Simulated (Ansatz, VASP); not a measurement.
# ZnO: VASP beside Ansatz

POSCAR

```
ZnO
1.0
    3.2359554851      0.0000000000      0.0000000000
   -1.6179777426      2.8024196556      0.0000000000
    0.0000000000      0.0000000000      5.2090602275
Zn O
2 2
Direct
    0.3333333333      0.6666666667      0.0010763040
    0.6666666667      0.3333333333      0.5010763040
    0.3333333333      0.6666666667      0.3810236960
    0.6666666667      0.3333333333      0.8810236960
```

Contents of INCAR.step1:

```
ALGO = Normal ; EDIFF = 1E-4
ENCUT = 520 ; GGA = PE
ISMEAR = 0 ; LASPH = T
LCHARG = F ; LREAL = F
LWAVE = T ; NBANDS = 26
NELM = 60 ; PREC = Accurate
SIGMA = 0.05
```

The input INCAR.step2:

```
ALGO = Normal ; EDIFF = 1E-6
ENCUT = 520 ; ISIF = 2
ISMEAR = 0 ; ISTART = 1
LASPH = T ; LCHARG = F
LMIXTAU = T ; LREAL = F
LWAVE = F ; METAGGA = R2SCAN
NBANDS = 26 ; NELM = 60
PREC = Accurate ; SIGMA = 0.05
```

KPOINTS

```
k-points
0
Gamma
  12 12 6
```

Input for Ansatz:

```yaml
crystal:
  lattice:
    - [3.235955485093, 2.886749777749e-11, 0.0]
    - [-1.617977742571, 2.802419655592, 0.0]
    - [0.0, 0.0, 5.2090602275]
  atoms:
    - { symbol: Zn, position: [0.3333333333333, 0.6666666666667, 0.001076304] }
    - { symbol: Zn, position: [0.6666666666667, 0.3333333333333, 0.501076304] }
    - { symbol: O, position: [0.3333333333333, 0.6666666666667, 0.381023696] }
    - { symbol: O, position: [0.6666666666667, 0.3333333333333, 0.881023696] }
basis:
  ecutwfc: 500
  ecutrho_ratio: 4
  precision: f64
kpoints:
  mp_grid: { grid: [12, 12, 6] }
hamiltonian:
  xc: r2scan
scf:
  occupations: { method: gaussian, width: 0.05 }
  eigensolver: { kind: davidson }
output:
  forces: true
  stress: true
  write_density: true
  write_potential: true
  elf: true
  volumetric_format: npy
```

Alike in both runs: task single point; functional r2SCAN; k mesh 12 × 12 × 6; occupations gaussian, width 0.05 eV; no spin polarisation.

```csv
,VASP,Ansatz
version,VASP 6.6.1,Ansatz 0.2.0
potentials or method,"VASP PAW PBE potentials, release 64 (Zn, O), cutoff 520 eV","scalar-relativistic, plane waves, PAW"
valence electrons in the cell,36,36
```

```tsv
	VASP	Ansatz	Ansatz less VASP
gap on the k mesh at the Fermi level (eV)	1.24	1.24	+0.003
pressure (GPa)	1.0	0.0	-0.98
traceless stress, the component that is largest in VASP (GPa)	0.06	0.01	-0.053
rms of the force components (eV/Å)	0.004	0.003	-0.0009
```

VASP's potentials were made for PBE, not for r2SCAN. Atom by atom the forces differ by 0.007 eV/Å (rms over components).
